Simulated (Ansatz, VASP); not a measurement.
**One calculation of AgI, two programs**

```
Ag I
1.0
     0.00000    3.22144    3.22144
     3.22144    0.00000    3.22144
     3.22144    3.22144    0.00000
Ag I
1 1
Cartesian
  0.0000 0.0000 0.0000
  1.6107 1.6107 1.6107
```

Alike in both runs: task single point; functional r2SCAN; k mesh 6 × 6 × 6; no spin polarisation.

|  | VASP | Ansatz |
| --- | --- | --- |
| version | VASP 6.6.1 | Ansatz 0.2.0 |
| potentials or method | VASP PAW PBE potentials, release 64 (Ag, I) | plane waves, PAW |
| plane-wave cutoff (eV) | 550 | 500 |
| occupations | gaussian, width 0.01 eV | fixed |
| valence electrons in the cell | 18 | 36 |

|  | VASP | Ansatz | Ansatz less VASP |
| --- | --- | --- | --- |
| gap on the k mesh at the Fermi level (eV) | 1.79 | 1.82 | +0.031 |
| pressure (GPa) | 2.0 | 2.1 | +0.13 |

VASP's potentials were made for PBE, not for r2SCAN. VASP's potentials hold 18 valence electrons a cell and Ansatz's 36, so a difference there can come from the potentials and not from the codes.

Spin-orbit coupling is off throughout.
